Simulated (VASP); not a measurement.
# NiSb (P6_3/mmc) in VASP: further runs

The runs below take NiSb through single point, with PBE.

Everything below comes from runs of VASP 6.6.1. Logs are shortened: lines on timing, memory, paths and dates and some standing lists are left out, and cuts for length are marked.

**1. The cell of the first run**

Symmetry: P6_3/mmc, No. 194, hexagonal system. Conventional cell: a = 3.553 Å, b = 3.553 Å, c = 4.631 Å, α = 90.00°, β = 90.00°, γ = 120.00°. Ni (site symmetry -3m) has 2 Ni at 2.32 Å and 6 Sb at 2.36 Å within 3.1 Å. Sb (site symmetry -6m2) has 6 Ni at 2.36 Å and 6 Sb at 3.09 Å within 3.1 Å.

**2. Single point, PBE, collinear spin, ferromagnetic start (12.66 Å³/atom)**

File INCAR:

```
ALGO = Normal
EDIFF = 1E-7
ENCUT = 520
GGA = PE
ISIF = 2
ISMEAR = -1
ISPIN = 2
LASPH = True
LCHARG = True
LELF = True
LMAXMIX = 4
LORBIT = 11
LREAL = False
LVHAR = True
LWAVE = False
MAGMOM = 1.5 1.5 0 0
NBANDS = 27
NELM = 150
PREC = Accurate
SIGMA = 0.05
```

File KPOINTS:

```
k-points
0
Gamma
  10 10 7
```

File POSCAR:

```
NiSb
1.0
    3.5528923784      0.0000000000      0.0000000000
   -1.7764461892      3.0768950566      0.0000000000
    0.0000000000      0.0000000000      4.6310613486
Ni Sb
2 2
Direct
    0.0000000000      0.0000000000      0.0000000000
    0.0000000000      0.0000000000      0.5000000000
    0.3333333333      0.6666666667      0.2500000000
    0.6666666667      0.3333333333      0.7500000000
```

Potentials or basis: VASP PAW PBE potentials, release 64 (Ni, Sb).

Launch:

```sh
$ cat potpaw_PBE.64/Ni/POTCAR potpaw_PBE.64/Sb/POTCAR > POTCAR
$ mpirun -np 1 vasp_std > vasp.out
```

OUTCAR:

```text
EDIFF = 1E-7
   ENCUT = 520
   GGA = PE
   ISIF = 2
   ISMEAR = -1
   ISPIN = 2
   LASPH = True
   LORBIT = 11
   LREAL = False
   NELM = 150
   PREC = Accurate

 ion  position               nearest neighbor table
   1  0.000  0.000  0.000-   2 2.32   2 2.32   4 2.36   3 2.36   3 2.36   4 2.36   4 2.36   3 2.36

   2  0.000  0.000  0.500-   1 2.32   1 2.32   4 2.36   3 2.36   3 2.36   4 2.36   4 2.36   3 2.36

   3  0.333  0.667  0.250-   1 2.36   2 2.36   1 2.36   2 2.36   1 2.36   2 2.36   4 3.09   4 3.09
                             4 3.09   4 3.09   4 3.09   4 3.09
   4  0.667  0.333  0.750-   1 2.36   2 2.36   1 2.36   2 2.36   1 2.36   2 2.36   3 3.09   3 3.09
                             3 3.09   3 3.09   3 3.09   3 3.09

  LATTYP: Found a hexagonal cell.
 ALAT       =     3.5528923784
 C/A-ratio  =     1.3034623218

  Lattice vectors:

 A1 = (   3.5528923784,   0.0000000000,   0.0000000000)
 A2 = (  -1.7764461892,   3.0768950566,   0.0000000000)
 A3 = (   0.0000000000,   0.0000000000,   4.6310613486)

Analysis of symmetry for initial positions (statically):
=====================================================================
 Subroutine PRICEL returns:
 Original cell was already a primitive cell.

 Routine SETGRP: Setting up the symmetry group for a
 hexagonal supercell.

 Subroutine GETGRP returns: Found 24 space group operations
 (whereof 12 operations were pure point group operations)
 out of a pool of 24 trial point group operations.

The static configuration has the point symmetry D_3d.
 The point group associated with its full space group is D_6h.

Analysis of symmetry for dynamics (positions and initial velocities):
=====================================================================
 Subroutine PRICEL returns:
 Original cell was already a primitive cell.

 Routine SETGRP: Setting up the symmetry group for a
 hexagonal supercell.

 Subroutine GETGRP returns: Found 24 space group operations
 (whereof 12 operations were pure point group operations)
 out of a pool of 24 trial point group operations.

The dynamic configuration has the point symmetry D_3d.
 The point group associated with its full space group is D_6h.

Analysis of structural, dynamic, and magnetic symmetry:
=====================================================================
 Subroutine PRICEL returns:
 Original cell was already a primitive cell.

 Routine SETGRP: Setting up the symmetry group for a
 hexagonal supercell.

 Subroutine GETGRP returns: Found 24 space group operations
 (whereof 12 operations were pure point group operations)
 out of a pool of 24 trial point group operations.

The overall configuration has the point symmetry D_3d.
 The point group associated with its full space group is D_6h.

 Subroutine INISYM returns: Found 24 space group operations
 (whereof 12 operations are pure point group operations),
 and found     1 'primitive' translations

----------------------------------------------------------------------------------------

                                     Primitive cell

  volume of cell :      50.6262

  direct lattice vectors                    reciprocal lattice vectors
     3.552892378  0.000000000  0.000000000     0.281460819  0.162501480  0.000000000
    -1.776446189  3.076895057  0.000000000     0.000000000  0.325002960  0.000000000
     0.000000000  0.000000000  4.631061349     0.000000000  0.000000000  0.215933222

  length of vectors
     3.552892378  3.552892378  4.631061349     0.325002960  0.325002960  0.215933222

  position of ions in fractional coordinates (direct lattice)
     0.000000000  0.000000000  0.000000000
     0.000000000  0.000000000  0.500000000
     0.333333333  0.666666667  0.250000000
     0.666666667  0.333333333  0.750000000

  ion indices of the primitive-cell ions
   primitive index   ion index
                 1           1
                 2           2
                 3           3
                 4           4

----------------------------------------------------------------------------------------

[... 23 lines left out ...]

 Following reciprocal coordinates:
            Coordinates               Weight
  0.000000  0.000000  0.000000      1.000000
  0.100000 -0.000000  0.000000      6.000000
  0.200000 -0.000000  0.000000      6.000000
  0.300000 -0.000000  0.000000      6.000000
  0.400000 -0.000000  0.000000      6.000000
  0.500000 -0.000000  0.000000      3.000000
[... 16 lines left out ...]
  0.300000  0.100000  0.142857     24.000000
  0.400000  0.100000  0.142857     24.000000
 [... further k-points ...]
   k-points           NKPTS =     56   k-points in BZ     NKDIM =     56   number of bands    NBANDS=     27
   number of dos      NEDOS =    301   number of ions     NIONS =      4
   total plane-waves  NPLWV =  28224
   dimension x,y,z NGX =    28 NGY =   28 NGZ =   36
   dimension x,y,z NGXF=    56 NGYF=   56 NGZF=   72
   ions per type =               2   2
   NGX,Y,Z   is equivalent  to a cutoff of  13.10, 13.10, 12.92 a.u.
   NGXF,Y,Z  is equivalent  to a cutoff of  26.20, 26.20, 25.85 a.u.
 SYSTEM =  unknown system
   PREC   = accura    normal or accurate (medium, high low for compatibility)
   ISTART =      0    job   : 0-new  1-cont  2-samecut
   ICHARG =      2    charge: 1-file 2-atom 10-const
   ISPIN  =      2    spin polarized calculation?
   LNONCOLLINEAR =      F non collinear calculations
   LSORBIT =      F    spin-orbit coupling
   LASPH  =      T    aspherical Exc in radial PAW
   ENCUT  =  520.0 eV  38.22 Ry    6.18 a.u.   6.61  6.61  8.61*2*pi/ulx,y,z
   NELM   =    150;   NELMIN=  2; NELMDL= -5     # of ELM steps
   EDIFF  = 0.1E-06   stopping-criterion for ELM
   LREAL  =      F    real-space projection
   EDIFFG = 0.1E-05   stopping-criterion for IOM
   NSW    =      0    number of steps for IOM
   IBRION =     -1    ionic relax: 0-MD 1-quasi-New 2-CG
   NFREE  =      0    steps in history (QN), initial steepest desc. (CG)
   ISIF   =      2    stress and relaxation
   ISYM   =      2    0-nonsym 1-usesym 2-fastsym
   POTIM  = 0.5000    time-step for ionic-motion
   TEBEG  =    0.0;   TEEND  =   0.0 temperature during run
   PSTRESS=    0.0 pullay stress
   NELECT =      30.0000    total number of electrons
   NUPDOWN=      -1.0000    fix difference up-down
   EMIN   =  10.00;   EMAX   =-10.00  energy-range for DOS
   EFERMI =   0.00;   METHOD = LEGACY
   ISMEAR =    -1;   SIGMA  =   0.05  broadening in eV -4-tet -1-fermi 0-gaus
   EFERMI_NEDOS =   21; number of points for ismear=-14 and -15
   IALGO  =     38    algorithm
   IMIX   =      4    mixing-type and parameters
     AMIX     =   0.40;   BMIX     =  1.00
     AMIX_MAG =   1.60;   BMIX_MAG =  1.00
  volume/ion in A,a.u.               =      12.66        85.41
  Fermi-wavevector in a.u.,A,eV,Ry     =   1.375066  2.598498 25.725978  1.890806
  Thomas-Fermi vector in A             =   2.500435
   LORBIT       =     11    0 simple, 1 ext, 2 COOP (PROOUT), +10 PAW based schemes
   GGA     = PE    functional components
   LHFCALC =     F    Hartree Fock is set to
   AEXX    =    0.0000 exact exchange contribution
   IVDW    =     0    specifies the selected vdW correction
   LEPSILON=     F    determine dielectric tensor
   LRPA    =     F    only Hartree local field effects (RPA)
 spin polarized calculation
  energy-cutoff  :      520.00
  volume of cell :       50.63
 maximum number of plane-waves:      1392
 NGX is ok and might be reduce to    28
   NGX = 13   NGY = 13   NGZ = 17

 number of electron      30.0000001 magnetization      -0.0000048

 number of electron      30.0000001 magnetization       0.0000008

 Free energy of the ion-electron system (eV)
  ---------------------------------------------------
  ext. energy  EPLUGINS =         0.00000000
  ---------------------------------------------------
  free energy    TOTEN  =       -16.54892303 eV

  energy without entropy =      -16.53896965  energy(sigma->0) =      -16.54394634

 E-fermi :  15.4148     XC(G=0): -13.1027

 val. band max:       15.4005325725   @ k =   0.3000   0.1000   0.4286
 cond. band min:      15.4363634468   @ k =   0.4000   0.2000   0.1429
 fundamental gap:      0.0358308742
 Fermi energy:        15.4148311416

 spin component 1

 k-point     1 :       0.0000    0.0000    0.0000
  band No.  band energies     occupation
      1      -0.6626      1.00000
      2       6.1618      1.00000
      3       6.7560      1.00000
      4       9.5120      1.00000
      5       9.5120      1.00000
      6      10.3300      1.00000
[... 709 lines left out ...]
     26      30.0258      0.00000
     27      30.4186      0.00000

 [... further k-points ...]

 spin component 2

 k-point     1 :       0.0000    0.0000    0.0000
  band No.  band energies     occupation
      1      -0.6626      1.00000
      2       6.1618      1.00000
      3       6.7560      1.00000
      4       9.5120      1.00000
      5       9.5120      1.00000
      6      10.3300      1.00000
[... 709 lines left out ...]
     26      30.0258      0.00000
     27      30.4186      0.00000

 [... further k-points ...]

------------------------ aborting loop because EDIFF is reached ----------------------------------------

  FORCE on cell =-STRESS in cart. coord.  units (eV):
  Direction    XX          YY          ZZ          XY          YZ          ZX
  --------------------------------------------------------------------------------------
  -------------------------------------------------------------------------------------
  Total       26.7973457     26.7973457     26.2097360     -0.0000000      0.0000000      0.0000000
  in kB      848.0609988    848.0609988    829.4647961     -0.0000000      0.0000000      0.0000000
  external PRESSURE =     841.8622646 kB  Pullay stress =       0.0000000 kB

 VOLUME and BASIS-vectors are now :
 -----------------------------------------------------------------------------
  energy-cutoff  :      520.00
  volume of cell :       50.63
      direct lattice vectors                 reciprocal lattice vectors
     3.552892378  0.000000000  0.000000000     0.281460819  0.162501480  0.000000000
    -1.776446189  3.076895057  0.000000000     0.000000000  0.325002960  0.000000000
     0.000000000  0.000000000  4.631061349     0.000000000  0.000000000  0.215933222

 POSITION                                       TOTAL-FORCE (eV/Angst)
 -----------------------------------------------------------------------------------
      0.00000      0.00000      0.00000         0.000000      0.000000     -0.000000
      0.00000      0.00000      2.31553         0.000000      0.000000     -0.000000
     -0.00000      2.05126      1.15777        -0.000000      0.000000      0.000000
      1.77645      1.02563      3.47330         0.000000      0.000000      0.000000
 -----------------------------------------------------------------------------------
    total drift:                               -0.000000      0.000000      0.000000

  FREE ENERGIE OF THE ION-ELECTRON SYSTEM (eV)
  ---------------------------------------------------
  free  energy   TOTEN  =       -16.5489230316 eV

  energy  without entropy=      -16.5389696521  energy(sigma->0) =      -16.54394634

 total charge

# of ion       s       p       d       tot
------------------------------------------
    1        0.592   0.849   8.713  10.154
    2        0.592   0.849   8.713  10.154
    3        1.110   1.469   0.158   2.736
    4        1.110   1.469   0.158   2.736
--------------------------------------------------
tot          3.402   4.635  17.742  25.780

 magnetization (x)

# of ion       s       p       d       tot
------------------------------------------
    1       -0.000  -0.000  -0.000  -0.000
    2       -0.000  -0.000  -0.000  -0.000
    3        0.000   0.000   0.000   0.000
    4        0.000   0.000   0.000   0.000
--------------------------------------------------
tot          0.000   0.000  -0.000  -0.000
```

It took 83 s on 1 thread of Intel Xeon 6975P-C (Granite Rapids), shared host; peak memory 0.26 GiB.

Results:

- Free energy: -16.5489 eV
- Pressure: 84.2 GPa
- Band gap on the k mesh: zero (filled and empty bands overlap)
- Net moment: 0.00 μB per cell
- Valence electrons inside the program's atomic spheres: Ni 10.15; Sb 2.74

Stress tensor (GPa, compression positive):
```
84.81  0.00  0.00
 0.00 84.81  0.00
 0.00  0.00 82.95
```

Caveat: the cell stands under pressure; the moments typed at the start vanished in this run; spin-orbit coupling is left out, which moves the levels of the heavy elements.

**3. Single point, PBE, collinear spin, ferromagnetic start (13.68 Å³/atom)**

This run uses another cell than the first one, of 13.68 Å³/atom.

File INCAR:

```
SYSTEM = NiSb
ALGO = Normal
EDIFF = 1E-6
ENCUT = 520
GGA = PE
ISIF = 2
ISMEAR = -1
ISPIN = 2
LASPH = .True.
LCHARG = .False.
LMAXMIX = 4
LORBIT = 11
LREAL = .False.
LWAVE = .False.
MAGMOM = 1.5 1.5 0 0
NBANDS = 27
NELM = 150
PREC = Accurate
SIGMA = 0.05
```

File KPOINTS:

```
k-points
0
Gamma
  10 10 7
  0 0 0
```

File POSCAR:

```
NiSb
1.0
    3.6464321877      0.0000000000      0.0000000000
   -1.8232160938      3.1579029078      0.0000000000
    0.0000000000      0.0000000000      4.7529869656
Ni Sb
2 2
Direct
    0.0000000000      0.0000000000      0.0000000000
    0.0000000000      0.0000000000      0.5000000000
    0.3333333333      0.6666666667      0.2500000000
    0.6666666667      0.3333333333      0.7500000000
```

Potentials or basis: VASP PAW PBE potentials, release 64 (Ni, Sb).

Launch:

```sh
$ cat potpaw_PBE.64/Ni/POTCAR potpaw_PBE.64/Sb/POTCAR > POTCAR
$ mpirun -np 1 vasp_std > vasp.out
```

Wall time 68 s (1 thread of Intel Xeon 6975P-C (Granite Rapids), shared host); peak memory 0.27 GiB.

Results (log left out):

```
Free energy                                           : -18.2816 eV
Pressure                                              : 53.1 GPa
Band gap on the k mesh                                : zero (filled and empty bands overlap)
Net moment                                            : 0.00 μB per cell
Valence electrons inside the program's atomic spheres : Ni 9.92; Sb 2.63
```

Stress tensor (GPa, compression positive):
```
53.61  0.00  0.00
 0.00 53.61  0.00
 0.00  0.00 51.99
```

Levels at points of the mesh, in eV from the Fermi level:
Spin up:
```csv
k point,band 13,band 14,band 15,band 16,band 17,band 18
"(0.00, 0.00, 0.00)",-0.18,0.68,0.68,3.05,3.05,3.27
"(0.50, 0.00, 0.00)",-2.34,-2.12,-2.00,0.04,1.34,3.44
```
Spin down:
| k point | band 11 | band 12 | band 13 | band 14 | band 15 | band 16 | band 17 | band 18 | band 19 | band 20 |
| --- | --- | --- | --- | --- | --- | --- | --- | --- | --- | --- |
| (0.00, 0.00, 0.00) | -2.03 | -2.03 | -0.18 | 0.68 | 0.68 | 3.05 | 3.05 | 3.27 | 5.17 | 6.90 |
| (0.50, 0.00, 0.00) | -3.13 | -2.76 | -2.34 | -2.12 | -2.00 | 0.04 | 1.34 | 3.44 | 5.09 | 5.58 |

Caveat: the cell stands under pressure; the moments typed at the start vanished in this run; spin-orbit coupling is left out, which moves the levels of the heavy elements.

(Continued in part 2 of 2.)

The gap in the log of VASP goes by the Fermi energy; the results here count the filled bands.